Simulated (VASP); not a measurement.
# BaTi2Ir2 (I4/mmm) in VASP: single point with r2SCAN

Aim: the single point of BaTi2Ir2 with r2SCAN.

Program: VASP 6.6.1. These are calculated values, not measurements. Logs are shortened: lines on timing, memory, paths and dates and some standing lists are left out, and cuts for length are marked.

## (1) The cell of the first run

Symmetry: I4/mmm, No. 139, tetragonal system. The conventional cell has a = 4.021 Å, b = 4.021 Å, c = 11.420 Å, α = 90.00°, β = 90.00°, γ = 90.00°. Ir (site symmetry -4m2) has 4 Ti at 2.44 Å and 4 Ir at 2.84 Å within 3.2 Å. Within 3.3 Å of Ti (site symmetry 4mm) lie 4 Ir at 2.44 Å and 1 Ti at 2.95 Å and 4 Ba at 3.20 Å. Ba (site symmetry 4/mmm) has 10 Ti at 3.20 to 4.24 Å and 8 Ir at 3.49 Å and 4 Ba at 4.02 Å within 4.3 Å.

## (2) Single point, r2SCAN

POSCAR reads:

```
BaTi2Ir2
1.0
    0.0000000000      4.0205882895      0.0000001656
    4.0205882895      0.0000000000      0.0000001656
    2.0102943799      2.0102943799     -5.7102337412
Ir Ti Ba
2 2 1
Direct
    0.7500000000      0.2500000000      0.5000000000
    0.2500000000      0.7500000000      0.5000000000
    0.3708472653      0.3708472653      0.2583054695
    0.6291527347      0.6291527347      0.7416945305
    0.0000000000      0.0000000000      0.0000000000
```

INCAR.step1 reads:

```
PREC = Accurate ; ENCUT = 620
ISMEAR = -1 ; SIGMA = 0.1
LREAL = F ; LASPH = T
NELM = 120 ; NBANDS = 42
GGA = PE ; ALGO = Normal
EDIFF = 1E-5 ; LWAVE = T
LCHARG = F ; GGA_COMPAT = F
```

INCAR.step2 reads:

```
PREC = Accurate ; ENCUT = 620
EDIFF = 1E-6 ; ISMEAR = -1
SIGMA = 0.1 ; LREAL = F
LASPH = T ; NELM = 120
ALGO = Normal ; ISIF = 2
LWAVE = F ; LCHARG = F
METAGGA = R2SCAN ; LMIXTAU = T
NBANDS = 42 ; ISTART = 1
GGA_COMPAT = F
```

KPOINTS reads:

```
regular mesh
0
Gamma
  7 7 7
```

Potentials or basis: VASP PAW PBE potentials, release 64 (Ir_sv_GW, Ti_sv, Ba_sv).

Started as:

```bash
$ cat potpaw_PBE.64/Ir_sv_GW/POTCAR potpaw_PBE.64/Ti_sv/POTCAR potpaw_PBE.64/Ba_sv/POTCAR > POTCAR
$ cp INCAR.step1 INCAR
$ mpirun -np 1 vasp_std > vasp.out
$ cp INCAR.step2 INCAR
$ mpirun -np 1 vasp_std > vasp.out
```

OUTCAR:

```text
PREC = Accurate
   ENCUT = 620
   EDIFF = 1E-6
   ISMEAR = -1
   LREAL = F
   LASPH = T
   NELM = 120
   ISIF = 2
   METAGGA = R2SCAN
   ISTART = 1

 ion  position               nearest neighbor table
   1  0.750  0.250  0.500-   3 2.44   4 2.44   3 2.44   4 2.44   2 2.84   2 2.84   2 2.84   2 2.84
                             5 3.49   5 3.49   5 3.49   5 3.49
   2  0.250  0.750  0.500-   3 2.44   4 2.44   3 2.44   4 2.44   1 2.84   1 2.84   1 2.84   1 2.84
                             5 3.49   5 3.49   5 3.49   5 3.49
   3  0.371  0.371  0.258-   1 2.44   2 2.44   2 2.44   1 2.44   5 3.20   5 3.20   5 3.20   5 3.20

   4  0.629  0.629  0.742-   1 2.44   2 2.44   2 2.44   1 2.44   5 3.20   5 3.20   5 3.20   5 3.20

   5  0.000  0.000  0.000-   4 3.20   3 3.20   4 3.20   3 3.20   3 3.20   4 3.20   4 3.20   3 3.20
                             2 3.49   1 3.49   2 3.49   1 3.49   1 3.49   2 3.49   2 3.49   1 3.49

  LATTYP: Found a body centered tetragonal cell.
 ALAT       =     4.0205882895
 C/A-ratio  =     2.8404967112

  Lattice vectors:

 A1 = (  -2.0102943799,   2.0102939096,   5.7102339068)
 A2 = (   2.0102939096,  -2.0102943799,   5.7102339068)
 A3 = (   2.0102943799,   2.0102943799,  -5.7102337412)

Analysis of symmetry for initial positions (statically):
=====================================================================
 Subroutine PRICEL returns:
 Original cell was already a primitive cell.

 Routine SETGRP: Setting up the symmetry group for a
 body centered tetragonal supercell.

 Subroutine GETGRP returns: Found 16 space group operations
 (whereof 16 operations were pure point group operations)
 out of a pool of 16 trial point group operations.

The static configuration has the point symmetry D_4h.

Analysis of symmetry for dynamics (positions and initial velocities):
=====================================================================
 Subroutine PRICEL returns:
 Original cell was already a primitive cell.

 Routine SETGRP: Setting up the symmetry group for a
 body centered tetragonal supercell.

 Subroutine GETGRP returns: Found 16 space group operations
 (whereof 16 operations were pure point group operations)
 out of a pool of 16 trial point group operations.

The dynamic configuration has the point symmetry D_4h.

 Subroutine INISYM returns: Found 16 space group operations
 (whereof 16 operations are pure point group operations),
 and found     1 'primitive' translations

----------------------------------------------------------------------------------------

                                     Primitive cell

  volume of cell :      92.3067

  direct lattice vectors                    reciprocal lattice vectors
     0.000000000  4.020588290  0.000000166    -0.000000004  0.248719817  0.087562098
     4.020588290  0.000000000  0.000000166     0.248719817 -0.000000004  0.087562098
     2.010294380  2.010294380 -5.710233741     0.000000007  0.000000007 -0.175124175

  length of vectors
     4.020588290  4.020588290  6.378819355     0.263682894  0.263682894  0.175124175

  position of ions in fractional coordinates (direct lattice)
     0.750000000  0.250000000  0.500000000
     0.250000000  0.750000000  0.500000000
     0.370847265  0.370847265  0.258305470
     0.629152735  0.629152735  0.741694530
     0.000000000  0.000000000  0.000000000

  ion indices of the primitive-cell ions
   primitive index   ion index
                 1           1
                 2           2
                 3           3
                 4           4
                 5           5

----------------------------------------------------------------------------------------

 KPOINTS: regular mesh

Automatic generation of k-mesh.
 Grid dimensions read from file:
 generate k-points for:    7    7    7

 Generating k-lattice:

  Cartesian coordinates                     Fractional coordinates (reciprocal lattice)
    -0.000000001  0.035531402  0.012508871     0.142857143  0.000000000  0.000000000
     0.035531402 -0.000000001  0.012508871     0.000000000  0.142857143  0.000000000
     0.000000001  0.000000001 -0.025017739     0.000000000  0.000000000  0.142857143

  Length of vectors
     0.037668985  0.037668985  0.025017739

  Shift w.r.t. Gamma in fractional coordinates (k-lattice)
     0.000000000  0.000000000  0.000000000

 Subroutine IBZKPT returns following result:
 ===========================================

 Found     40 irreducible k-points:

 Following reciprocal coordinates:
            Coordinates               Weight
  0.000000  0.000000  0.000000      1.000000
  0.142857  0.000000  0.000000      8.000000
  0.285714  0.000000  0.000000      8.000000
  0.428571  0.000000 -0.000000      8.000000
  0.142857  0.142857 -0.000000      8.000000
  0.285714  0.142857 -0.000000     16.000000
[... 16 lines left out ...]
  0.285714  0.285714  0.142857      8.000000
  0.428571  0.285714  0.142857     16.000000
 [... further k-points ...]
   k-points           NKPTS =     40   k-points in BZ     NKDIM =     40   number of bands    NBANDS=     42
   number of dos      NEDOS =    301   number of ions     NIONS =      5
   total plane-waves  NPLWV =  69984
   dimension x,y,z NGX =    36 NGY =   36 NGZ =   54
   dimension x,y,z NGXF=    72 NGYF=   72 NGZF=  108
   ions per type =               2   2   1
   NGX,Y,Z   is equivalent  to a cutoff of  14.89, 14.89, 14.07 a.u.
   NGXF,Y,Z  is equivalent  to a cutoff of  29.77, 29.77, 28.15 a.u.
 SYSTEM =  unknown system
   PREC   = accura    normal or accurate (medium, high low for compatibility)
   ISTART =      1    job   : 0-new  1-cont  2-samecut
   ICHARG =      0    charge: 1-file 2-atom 10-const
   ISPIN  =      1    spin polarized calculation?
   LNONCOLLINEAR =      F non collinear calculations
   LSORBIT =      F    spin-orbit coupling
   LASPH  =      T    aspherical Exc in radial PAW
   ENCUT  =  620.0 eV  45.57 Ry    6.75 a.u.   8.16  8.16 12.95*2*pi/ulx,y,z
   NELM   =    120;   NELMIN=  2; NELMDL=  0     # of ELM steps
   EDIFF  = 0.1E-05   stopping-criterion for ELM
   LREAL  =      F    real-space projection
   EDIFFG = 0.1E-04   stopping-criterion for IOM
   NSW    =      0    number of steps for IOM
   IBRION =     -1    ionic relax: 0-MD 1-quasi-New 2-CG
   NFREE  =      0    steps in history (QN), initial steepest desc. (CG)
   ISIF   =      2    stress and relaxation
   ISYM   =      2    0-nonsym 1-usesym 2-fastsym
   POTIM  = 0.5000    time-step for ionic-motion
   TEBEG  =    0.0;   TEEND  =   0.0 temperature during run
   PSTRESS=    0.0 pullay stress
   NELECT =      68.0000    total number of electrons
   NUPDOWN=      -1.0000    fix difference up-down
   EMIN   =  10.00;   EMAX   =-10.00  energy-range for DOS
   EFERMI =   0.00;   METHOD = LEGACY
   ISMEAR =    -1;   SIGMA  =   0.10  broadening in eV -4-tet -1-fermi 0-gaus
   EFERMI_NEDOS =   21; number of points for ismear=-14 and -15
   IALGO  =     38    algorithm
   IMIX   =      4    mixing-type and parameters
     AMIX     =   0.40;   BMIX     =  1.00
     AMIX_MAG =   1.60;   BMIX_MAG =  1.00
  volume/ion in A,a.u.               =      18.46       124.58
  Fermi-wavevector in a.u.,A,eV,Ry     =   1.478541  2.794038 29.743480  2.186084
  Thomas-Fermi vector in A             =   2.592810
   LORBIT       =      0    0 simple, 1 ext, 2 COOP (PROOUT), +10 PAW based schemes
   METAGGA = R2SCAN    functional components
   LHFCALC =     F    Hartree Fock is set to
   AEXX    =    0.0000 exact exchange contribution
   IVDW    =     0    specifies the selected vdW correction
   LEPSILON=     F    determine dielectric tensor
   LRPA    =     F    only Hartree local field effects (RPA)
 non-spin polarized calculation
  energy-cutoff  :      620.00
  volume of cell :       92.31
 maximum number of plane-waves:      3260
 NGX is ok and might be reduce to    36
   NGX = 17   NGY = 17   NGZ = 25

 number of electron      68.0000001 magnetization

 Free energy of the ion-electron system (eV)
  ---------------------------------------------------
  ext. energy  EPLUGINS =         0.00000000
  ---------------------------------------------------
  free energy    TOTEN  =      -158.53246095 eV

  energy without entropy =     -158.36063370  energy(sigma->0) =     -158.44654732

 E-fermi :   8.5189     XC(G=0): -12.8464

 val. band max:        8.4985971015   @ k =  -0.2857  -0.4286   0.1429
 cond. band min:       8.5262863415   @ k =   0.4286   0.4286   0.1429
 fundamental gap:      0.0276892399
 Fermi energy:         8.5188682231

 k-point     1 :       0.0000    0.0000    0.0000
  band No.  band energies     occupation
      1     -85.9248      2.00000
      2     -85.8973      2.00000
      3     -50.6738      2.00000
      4     -50.6656      2.00000
      5     -42.3692      2.00000
      6     -42.3692      2.00000
[... 34 lines left out ...]
     41      10.2333      0.00000
     42      11.4117      0.00000

 k-point     2 :       0.1429    0.0000    0.0000
  band No.  band energies     occupation
      1     -85.9234      2.00000
      2     -85.8986      2.00000
      3     -50.6757      2.00000
      4     -50.6647      2.00000
      5     -42.3562      2.00000
      6     -42.3546      2.00000
[... 34 lines left out ...]
     41      10.5781      0.00000
     42      11.3382      0.00000

 k-point     3 :       0.2857    0.0000    0.0000
  band No.  band energies     occupation
      1     -85.9195      2.00000
      2     -85.9023      2.00000
      3     -50.6791      2.00000
      4     -50.6635      2.00000
      5     -42.3196      2.00000
      6     -42.3145      2.00000
[... 34 lines left out ...]
     41      10.9926      0.00000
     42      11.4475      0.00000

 k-point     4 :       0.4286    0.0000   -0.0000
  band No.  band energies     occupation
      1     -85.9140      2.00000
      2     -85.9079      2.00000
      3     -50.6815      2.00000
      4     -50.6630      2.00000
      5     -42.2666      2.00000
      6     -42.2585      2.00000
[... 844 lines left out ...]
     41      10.5787      0.00000
     42      11.2218      0.00000

 k-point    23 :       0.2857    0.2857    0.1429
  band No.  band energies     occupation
      1     -85.9164      2.00000
      2     -85.9055      2.00000
      3     -50.6814      2.00000
      4     -50.6648      2.00000
      5     -42.3752      2.00000
      6     -42.2728      2.00000
[... 34 lines left out ...]
     41      11.1447      0.00000
     42      11.6722      0.00000

 k-point    24 :       0.4286    0.2857    0.1429
  band No.  band energies     occupation
      1     -85.9129      2.00000
      2     -85.9090      2.00000
      3     -50.6833      2.00000
      4     -50.6648      2.00000
      5     -42.3634      2.00000
      6     -42.3269      2.00000
[... 34 lines left out ...]
     41      11.1490      0.00000
     42      11.2744      0.00000

 [... further k-points ...]

------------------------ aborting loop because EDIFF is reached ----------------------------------------

  FORCE on cell =-STRESS in cart. coord.  units (eV):
  Direction    XX          YY          ZZ          XY          YZ          ZX
  --------------------------------------------------------------------------------------
  -------------------------------------------------------------------------------------
  Total       11.9759043     11.9759043     12.0687748      0.0000000     -0.0000000     -0.0000000
  in kB      207.8671177    207.8671177    209.4790818      0.0000000     -0.0000001     -0.0000001
  external PRESSURE =     208.4044391 kB  Pullay stress =       0.0000000 kB

 VOLUME and BASIS-vectors are now :
 -----------------------------------------------------------------------------
  energy-cutoff  :      620.00
  volume of cell :       92.31
      direct lattice vectors                 reciprocal lattice vectors
     0.000000000  4.020588290  0.000000166    -0.000000004  0.248719817  0.087562098
     4.020588290  0.000000000  0.000000166     0.248719817 -0.000000004  0.087562098
     2.010294380  2.010294380 -5.710233741     0.000000007  0.000000007 -0.175124175

 POSITION                                       TOTAL-FORCE (eV/Angst)
 -----------------------------------------------------------------------------------
      2.01029      4.02059     -2.85512        -0.000000      0.000000     -0.000000
      4.02059      2.01029     -2.85512         0.000000     -0.000000     -0.000000
      2.01029      2.01029     -1.47498        -0.000000     -0.000000      0.025216
      4.02059      4.02059     -4.23525         0.000000      0.000000     -0.025216
      0.00000      0.00000      0.00000         0.000000     -0.000000     -0.000000
 -----------------------------------------------------------------------------------
    total drift:                               -0.000000      0.000000     -0.000000

  FREE ENERGIE OF THE ION-ELECTRON SYSTEM (eV)
  ---------------------------------------------------
  free  energy   TOTEN  =      -158.5324609518 eV

  energy  without entropy=     -158.3606336979  energy(sigma->0) =     -158.44654732
```

Run time: 8.7 min. Hardware: 1 thread of Intel Xeon 6975P-C (Granite Rapids), shared host; peak memory 0.42 GiB.

What came out:

```yaml
Free_energy: -158.5325 eV
Pressure: 20.8 GPa
Largest_force: 0.025 eV/Å
Band_gap_on_the_k_mesh: zero (bands 34 and 35 overlap by 0.95 eV)
```

Forces in eV/Å, atoms in the order of the input:
```
Ir   0.000  0.000  0.000
Ir   0.000  0.000  0.000
Ti   0.000  0.000  0.025
Ti   0.000  0.000 -0.025
Ba   0.000  0.000  0.000
```

Levels at points of the mesh, in eV from the Fermi level:
```tsv
k point	band 32	band 33	band 34	band 35	band 36	band 37
(0.00, 0.00, 0.00)	-0.57	-0.49	0.62	0.62	1.01	1.10
```

Caveat: the cell stands under pressure; the PAW data sets were made with another functional, which shifts forces and pressure a little; spin-orbit coupling is left out, which moves the levels of the heavy elements.

The gap in the log of VASP goes by the Fermi energy; the results here count the filled bands.